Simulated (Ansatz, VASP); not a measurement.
# Ge5S in VASP and in Ansatz

```
Ge S
1.0
     0.00000    3.92214    3.92214
     3.92214    0.00000    3.92214
     3.92214    3.92214    0.00000
Ge S
5 1
Direct
  0.12500 0.62500 0.62500
  0.62500 0.62500 0.62500
  0.62500 0.12500 0.62500
  0.62500 0.62500 0.12500
  0.25000 0.25000 0.25000
  0.00000 0.00000 0.00000
```

Change from the starting cell: species swapped into the Be5Au type (F-43m, No. 216).

Alike in both runs: task single point; functional PBE; k mesh 4 × 4 × 4; occupations gaussian, width 0.1 eV; no spin polarisation.

|  | VASP | Ansatz |
| --- | --- | --- |
| version | VASP 6.6.1 | Ansatz 0.2.0 |
| potentials or method | VASP PAW PBE potentials, release 64 (Ge_d, S), cutoff 520 eV | scalar-relativistic, plane waves, PAW |
| valence electrons in the cell | 76 | 76 |

```csv
,VASP,Ansatz,Ansatz less VASP
gap on the k mesh at the Fermi level (eV),none,none,-
pressure (GPa),0.3,0.3,+0.01
```

A gap of «none» marks a metal or a gap that the smearing closes.
